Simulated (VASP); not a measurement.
# Ga (Cmcm) in VASP: notebook, part 2 of 2

VASP 6.6.1. The steps go on from the part before.

### Step 3. Single point, PBEsol

This run uses another cell than the first one, of 20.21 Å³/atom, 1.040 times its volume.

Input file INCAR:

```
PREC = Accurate
ENCUT = 520
EDIFF = 1E-7
ISMEAR = -1
SIGMA = 0.05
LREAL = F
LASPH = T
NELM = 60
ALGO = Normal
ISIF = 2
LWAVE = F
LCHARG = T
GGA = PS
LELF = T
LVHAR = T
NBANDS = 20
```

Input file KPOINTS:

```
Automatic mesh
0
Gamma
  8 8 7
```

Input file POSCAR:

```
Ga
1.0
    1.5080000000     -4.2276000000      0.0000000000
    1.5080000000      4.2276000000      0.0000000000
    0.0000000000      0.0000000000      3.1700000000
Ga
2
Direct
    0.1330000000      0.8670000000      0.7500000000
    0.8670000000      0.1330000000      0.2500000000
```

Potentials or basis: VASP PAW PBE potentials, release 64 (Ga_d).

Started as:

```sh
cat potpaw_PBE.64/Ga_d/POTCAR > POTCAR
mpirun -np 1 vasp_std > vasp.out
```

OUTCAR:

```text
PREC = Accurate
   ENCUT = 520
   EDIFF = 1E-7
   ISMEAR = -1
   LREAL = F
   LASPH = T
   NELM = 60
   ISIF = 2
   GGA = PS

 ion  position               nearest neighbor table
   1  0.133  0.867  0.750-   2 2.75   2 2.75
   2  0.867  0.133  0.250-   1 2.75   1 2.75

  LATTYP: Found a base centered orthorhombic cell.
 ALAT       =     3.0160000000
 B/A-ratio  =     2.8034482759
 C/A-ratio  =     1.0510610080

  Lattice vectors:

 A1 = (   1.5080000000,  -4.2276000000,   0.0000000000)
 A2 = (   1.5080000000,   4.2276000000,   0.0000000000)
 A3 = (   0.0000000000,   0.0000000000,   3.1700000000)

Analysis of symmetry for initial positions (statically):
=====================================================================
 Subroutine PRICEL returns:
 Original cell was already a primitive cell.

 Routine SETGRP: Setting up the symmetry group for a
 base centered orthorhombic supercell.

 Subroutine GETGRP returns: Found  8 space group operations
 (whereof  4 operations were pure point group operations)
 out of a pool of  8 trial point group operations.

The static configuration has the point symmetry C_2h.
 The point group associated with its full space group is D_2h.

Analysis of symmetry for dynamics (positions and initial velocities):
=====================================================================
 Subroutine PRICEL returns:
 Original cell was already a primitive cell.

 Routine SETGRP: Setting up the symmetry group for a
 base centered orthorhombic supercell.

 Subroutine GETGRP returns: Found  8 space group operations
 (whereof  4 operations were pure point group operations)
 out of a pool of  8 trial point group operations.

The dynamic configuration has the point symmetry C_2h.
 The point group associated with its full space group is D_2h.

 Subroutine INISYM returns: Found  8 space group operations
 (whereof  4 operations are pure point group operations),
 and found     1 'primitive' translations

----------------------------------------------------------------------------------------

                                     Primitive cell

  volume of cell :      40.4189

  direct lattice vectors                    reciprocal lattice vectors
     1.508000000 -4.227600000  0.000000000     0.331564987 -0.118270413  0.000000000
     1.508000000  4.227600000  0.000000000     0.331564987  0.118270413  0.000000000
     0.000000000  0.000000000  3.170000000     0.000000000  0.000000000  0.315457413

  length of vectors
     4.488503733  4.488503733  3.170000000     0.352027316  0.352027316  0.315457413

  position of ions in fractional coordinates (direct lattice)
     0.133000000  0.867000000  0.750000000
     0.867000000  0.133000000  0.250000000

  ion indices of the primitive-cell ions
   primitive index   ion index
                 1           1
                 2           2

----------------------------------------------------------------------------------------

 KPOINTS: Automatic mesh

Automatic generation of k-mesh.
 Grid dimensions read from file:
 generate k-points for:    8    8    7

 Generating k-lattice:

  Cartesian coordinates                     Fractional coordinates (reciprocal lattice)
     0.041445623 -0.014783802  0.000000000     0.125000000  0.000000000  0.000000000
     0.041445623  0.014783802  0.000000000     0.000000000  0.125000000  0.000000000
     0.000000000  0.000000000  0.045065345     0.000000000  0.000000000  0.142857143

  Length of vectors
     0.044003414  0.044003414  0.045065345

  Shift w.r.t. Gamma in fractional coordinates (k-lattice)
     0.000000000  0.000000000  0.000000000

 Subroutine IBZKPT returns following result:
 ===========================================

 Found     84 irreducible k-points:

 Following reciprocal coordinates:
            Coordinates               Weight
  0.000000  0.000000  0.000000      1.000000
  0.125000 -0.000000  0.000000      4.000000
  0.250000 -0.000000  0.000000      4.000000
  0.375000  0.000000  0.000000      4.000000
  0.500000 -0.000000  0.000000      2.000000
  0.125000  0.125000  0.000000      2.000000
[... 16 lines left out ...]
  0.125000 -0.000000  0.142857      8.000000
  0.250000 -0.000000  0.142857      8.000000
 [... further k-points ...]
   k-points           NKPTS =     84   k-points in BZ     NKDIM =     84   number of bands    NBANDS=     20
   number of dos      NEDOS =    301   number of ions     NIONS =      2
   total plane-waves  NPLWV =  31104
   dimension x,y,z NGX =    36 NGY =   36 NGZ =   24
   dimension x,y,z NGXF=    72 NGYF=   72 NGZF=   48
   ions per type =               2
   NGX,Y,Z   is equivalent  to a cutoff of  13.33, 13.33, 12.59 a.u.
   NGXF,Y,Z  is equivalent  to a cutoff of  26.67, 26.67, 25.17 a.u.
 SYSTEM =  unknown system
   PREC   = accura    normal or accurate (medium, high low for compatibility)
   ISTART =      0    job   : 0-new  1-cont  2-samecut
   ICHARG =      2    charge: 1-file 2-atom 10-const
   ISPIN  =      1    spin polarized calculation?
   LNONCOLLINEAR =      F non collinear calculations
   LSORBIT =      F    spin-orbit coupling
   LASPH  =      T    aspherical Exc in radial PAW
   ENCUT  =  520.0 eV  38.22 Ry    6.18 a.u.   8.35  8.35  5.89*2*pi/ulx,y,z
   NELM   =     60;   NELMIN=  2; NELMDL= -5     # of ELM steps
   EDIFF  = 0.1E-06   stopping-criterion for ELM
   LREAL  =      F    real-space projection
   EDIFFG = 0.1E-05   stopping-criterion for IOM
   NSW    =      0    number of steps for IOM
   IBRION =     -1    ionic relax: 0-MD 1-quasi-New 2-CG
   NFREE  =      0    steps in history (QN), initial steepest desc. (CG)
   ISIF   =      2    stress and relaxation
   ISYM   =      2    0-nonsym 1-usesym 2-fastsym
   POTIM  = 0.5000    time-step for ionic-motion
   TEBEG  =    0.0;   TEEND  =   0.0 temperature during run
   PSTRESS=    0.0 pullay stress
   NELECT =      26.0000    total number of electrons
   NUPDOWN=      -1.0000    fix difference up-down
   EMIN   =  10.00;   EMAX   =-10.00  energy-range for DOS
   EFERMI =   0.00;   METHOD = LEGACY
   ISMEAR =    -1;   SIGMA  =   0.05  broadening in eV -4-tet -1-fermi 0-gaus
   EFERMI_NEDOS =   21; number of points for ismear=-14 and -15
   IALGO  =     38    algorithm
   IMIX   =      4    mixing-type and parameters
     AMIX     =   0.40;   BMIX     =  1.00
     AMIX_MAG =   1.60;   BMIX_MAG =  1.00
  volume/ion in A,a.u.               =      20.21       136.38
  Fermi-wavevector in a.u.,A,eV,Ry     =   1.413203  2.670566 27.172764  1.997142
  Thomas-Fermi vector in A             =   2.534873
   LORBIT       =      0    0 simple, 1 ext, 2 COOP (PROOUT), +10 PAW based schemes
   GGA     = PS    functional components
   LHFCALC =     F    Hartree Fock is set to
   AEXX    =    0.0000 exact exchange contribution
   IVDW    =     0    specifies the selected vdW correction
   LEPSILON=     F    determine dielectric tensor
   LRPA    =     F    only Hartree local field effects (RPA)
 non-spin polarized calculation
  energy-cutoff  :      520.00
  volume of cell :       40.42
 maximum number of plane-waves:      1114
 NGX is ok and might be reduce to    36
   NGX = 17   NGY = 17   NGZ = 11

 number of electron      25.9999988 magnetization

 Free energy of the ion-electron system (eV)
  ---------------------------------------------------
  ext. energy  EPLUGINS =         0.00000000
  ---------------------------------------------------
  free energy    TOTEN  =        -6.57538125 eV

  energy without entropy =       -6.56816780  energy(sigma->0) =       -6.57177452

 E-fermi :   4.8328     XC(G=0): -10.7698

 val. band max:        4.8083275178   @ k =   0.2500   0.1250   0.0000
 cond. band min:       4.8784709299   @ k =   0.5000   0.1250   0.4286
 fundamental gap:      0.0701434122
 Fermi energy:         4.8328232116

 k-point     1 :       0.0000    0.0000    0.0000
  band No.  band energies     occupation
      1     -10.2385      2.00000
      2     -10.2019      2.00000
      3     -10.1506      2.00000
      4     -10.1265      2.00000
      5      -9.9937      2.00000
      6      -9.9743      2.00000
[... 12 lines left out ...]
     19      15.6372      0.00000
     20      15.7370      0.00000

 k-point     2 :       0.1250   -0.0000    0.0000
  band No.  band energies     occupation
      1     -10.2267      2.00000
      2     -10.1944      2.00000
      3     -10.1411      2.00000
      4     -10.0898      2.00000
      5     -10.0058      2.00000
      6      -9.9879      2.00000
[... 498 lines left out ...]
 k-point    24 :       0.2500   -0.0000    0.1429
  band No.  band energies     occupation
      1     -10.1901      2.00000
      2     -10.1657      2.00000
      3     -10.1068      2.00000
      4     -10.0806      2.00000
      5     -10.0373      2.00000
      6      -9.9883      2.00000
[... 12 lines left out ...]
     19      16.1140      0.00000
     20      17.1610      0.00000

 [... further k-points ...]
[... 5 lines left out ...]
  --------------------------------------------------------------------------------------
  -------------------------------------------------------------------------------------
  Total       -1.5294217     -1.1263722     -1.1495710      0.0000000      0.0000000      0.0000000
  in kB      -60.6252208    -44.6486186    -45.5682012      0.0000000      0.0000000      0.0000000
  external PRESSURE =     -50.2806802 kB  Pullay stress =       0.0000000 kB

 VOLUME and BASIS-vectors are now :
 -----------------------------------------------------------------------------
  energy-cutoff  :      520.00
  volume of cell :       40.42
      direct lattice vectors                 reciprocal lattice vectors
     1.508000000 -4.227600000  0.000000000     0.331564987 -0.118270413  0.000000000
     1.508000000  4.227600000  0.000000000     0.331564987  0.118270413  0.000000000
     0.000000000  0.000000000  3.170000000     0.000000000  0.000000000  0.315457413

 POSITION                                       TOTAL-FORCE (eV/Angst)
 -----------------------------------------------------------------------------------
      1.50800      3.10306      2.37750         0.000000     -0.215412     -0.000000
      1.50800     -3.10306      0.79250         0.000000      0.215412      0.000000
 -----------------------------------------------------------------------------------
    total drift:                                0.000000     -0.000000     -0.000000

  FREE ENERGIE OF THE ION-ELECTRON SYSTEM (eV)
  ---------------------------------------------------
  free  energy   TOTEN  =        -6.5753812500 eV

  energy  without entropy=       -6.5681677970  energy(sigma->0) =       -6.57177452
```

It took 44 s on 1 thread of Intel Xeon 6975P-C, shared host; peak memory 0.21 GiB.

What came out:

```
Free energy            : -6.5754 eV
Pressure               : -5.0 GPa
Largest force          : 0.215 eV/Å
Band gap on the k mesh : zero (band 13 reaches 9.87 eV, above the bottom of band 14 at 1.86 eV)
```

Forces on the atoms (eV/Å):
```
Ga   0.000 -0.215  0.000
Ga   0.000  0.215  0.000
```

Levels at points of the mesh, in eV from the Fermi level:
```csv
k point,band 9,band 10,band 11,band 12,band 13,band 14,band 15,band 16,band 17,band 18
"(0.00, 0.00, 0.00)",-14.77,-14.64,-10.72,-2.28,-2.02,3.43,6.87,6.98,7.77,9.52
"(0.50, 0.00, 0.00)",-14.70,-14.69,-6.73,-5.25,-1.79,-0.77,5.84,6.78,7.95,9.23
"(0.50, 0.50, 0.00)",-14.74,-14.69,-8.85,-8.27,5.03,5.46,6.11,6.85,6.90,8.52
```

Caveat: the PAW data sets were made with another functional, which shifts forces and pressure a little.

### Step 4. Single point, PBE

This run uses another cell than the first one, of 18.68 Å³/atom, 0.961 times its volume.

Input file INCAR:

```
ALGO     = Normal         # electronic algorithm
EDIFF    = 1E-7           # SCF threshold, eV
ENCUT    = 520            # plane-wave cutoff, eV
GGA      = PE             # functional
ISIF     = 2              # what is computed and relaxed
ISMEAR   = 0              # smearing method
LASPH    = T              # aspherical terms in the spheres
LCHARG   = F              # write CHGCAR
LREAL    = F              # projectors in reciprocal space
LWAVE    = F              # write WAVECAR
NBANDS   = 20             # bands
NELM     = 60             # most SCF steps
PREC     = Accurate       # precision mode
SIGMA    = 0.05           # smearing width, eV
```

Input file KPOINTS:

```
k-points
0
Gamma
  10 10 8
```

Input file POSCAR:

```
Ga
1.0
    1.4500000000     -4.0650000000      0.0000000000
    1.4500000000      4.0650000000      0.0000000000
    0.0000000000      0.0000000000      3.1700000000
Ga
2
Direct
    0.8670000000      0.1330000000      0.2500000000
    0.1330000000      0.8670000000      0.7500000000
```

Started as:

```sh
cat potpaw_PBE.64/Ga_d/POTCAR > POTCAR
mpirun -np 1 vasp_std > vasp.out
```

Wall time 69 s (1 thread of Intel Xeon Platinum 8375C at 2.90GHz (Ice Lake), shared host); peak memory 0.22 GiB.

It converged, with:

| Property | Result |
| --- | --- |
| Free energy | -5.7855 eV |
| Pressure | 1.5 GPa |
| Largest force | 0.215 eV/Å |
| Band gap on the k mesh | zero (band 13 reaches 10.79 eV, above the bottom of band 14 at 1.42 eV) |

Forces in eV/Å, atoms in the order of the input:
```
Ga   0.000  0.215  0.000
Ga   0.000 -0.215  0.000
```

Stress tensor (GPa, compression positive):
```
-0.33  0.00  0.00
 0.00  1.91  0.00
 0.00  0.00  2.97
```

Levels at points of the mesh, in eV from the Fermi level:
```
           k point  band 9  band 10  band 11  band 12  band 13  band 14  band 15  band 16  band 17  band 18
(0.00, 0.00, 0.00)  -14.79   -14.64   -11.20    -2.23    -1.54     2.94     6.62     7.87     8.80    10.52
(0.50, 0.00, 0.00)  -14.70   -14.69    -6.66    -5.37    -1.72    -0.38     6.54     6.77     8.95     9.37
(0.50, 0.50, 0.00)  -14.75   -14.71    -9.17    -8.54     5.18     5.83     5.90     7.12     7.24     9.44
(0.00, 0.00, 0.50)  -14.72   -14.72    -7.37    -7.37     1.90     1.90     2.54     2.54    10.39    10.39
(0.50, 0.00, 0.50)  -14.69   -14.69    -3.01    -3.01    -1.55    -1.55     1.91     1.91     4.28     4.28
(0.50, 0.50, 0.50)  -14.77   -14.77    -5.55    -5.55    -4.19    -4.19     9.64     9.64    11.47    11.47
```

### Step 5. Single point, PBEsol, non-collinear spin, zero start, spin-orbit coupling

This run uses another cell than the first one, of 18.68 Å³/atom, 0.961 times its volume.

Input file INCAR:

```
PREC = Accurate
ENCUT = 520
EDIFF = 1E-7
ISMEAR = -1
SIGMA = 0.05
LREAL = False
LASPH = True
NELM = 150
ALGO = Normal
ISIF = 2
LWAVE = False
LCHARG = False
MAGMOM = 0 0 0 0 0 0
LORBIT = 11
LSORBIT = True
GGA_COMPAT = False
LORBMOM = True
GGA = PS
NBANDS = 38
```

Input file KPOINTS:

```
regular mesh
0
Gamma
  8 8 6
```

Edit POSCAR of step 4 so:

```diff
@@ -8,3 +8,3 @@
 Direct
+    0.1330000000      0.8670000000      0.7500000000
     0.8670000000      0.1330000000      0.2500000000
-    0.1330000000      0.8670000000      0.7500000000
```

Started as:

```sh
cat potpaw_PBE.64/Ga_d/POTCAR > POTCAR
mpirun -np 1 vasp_ncl > vasp.out
```

Run time: 2.8 min. Hardware: 1 thread of Intel Xeon Platinum 8259CL at 2.50GHz (Skylake/Cascade Lake), shared host; peak memory 0.36 GiB.

Results (log left out):

```yaml
Free_energy: -6.6570 eV
Pressure: -1.2 GPa
Largest_force: 0.135 eV/Å
Net_moment: 0.00 μB per cell
Valence_electrons_inside_the_program's_atomic_spheres: Ga 11.57
```

Forces on the atoms (eV/Å):
```
Ga   0.000 -0.135  0.000
Ga   0.000  0.135  0.000
```

Stress tensor (GPa, compression positive):
```
-3.52  0.00  0.00
 0.00 -0.47  0.00
 0.00  0.00  0.26
```

Moments on the atoms (μB; x, y, z):
```
Ga  0.00 0.00 0.00
Ga  0.00 0.00 0.00
```

Caveat: the PAW data sets were made with another functional, which shifts forces and pressure a little.

### Step 6. The runs side by side

```tsv
level	spin	cell	k mesh	smearing	gap on the mesh (eV)	pressure (GPa)	largest force (eV/Å)
PBEsol	off	a = 4.402, b = 4.402, c = 3.170 Å, angles 90.0, 90.0, 140.7°, 2 atoms	8 × 8 × 7	fermi-dirac 0.05 eV	none	-3.7	0.24
PBEsol	off	a = 4.489, b = 4.489, c = 3.170 Å, angles 90.0, 90.0, 140.7°, 2 atoms	8 × 8 × 7	fermi-dirac 0.05 eV	none	-5.0	0.22
PBE	off	a = 4.316, b = 4.316, c = 3.170 Å, angles 90.0, 90.0, 140.7°, 2 atoms	10 × 10 × 8	gaussian 0.05 eV	none	1.5	0.21
PBEsol	non-collinear, zero start, SOC	a = 4.316, b = 4.316, c = 3.170 Å, angles 90.0, 90.0, 140.7°, 2 atoms	8 × 8 × 6	fermi-dirac 0.05 eV	-	-1.2	0.14
```

Alike in all rows: task single point; potentials or basis VASP PAW PBE potentials, release 64 (Ga_d); cutoff (eV) 520.

Caveats: the PAW data sets were made with another functional, which shifts forces and pressure a little (some runs).

Total energies depend on the potentials used, so only differences within one code and one set of settings carry meaning.
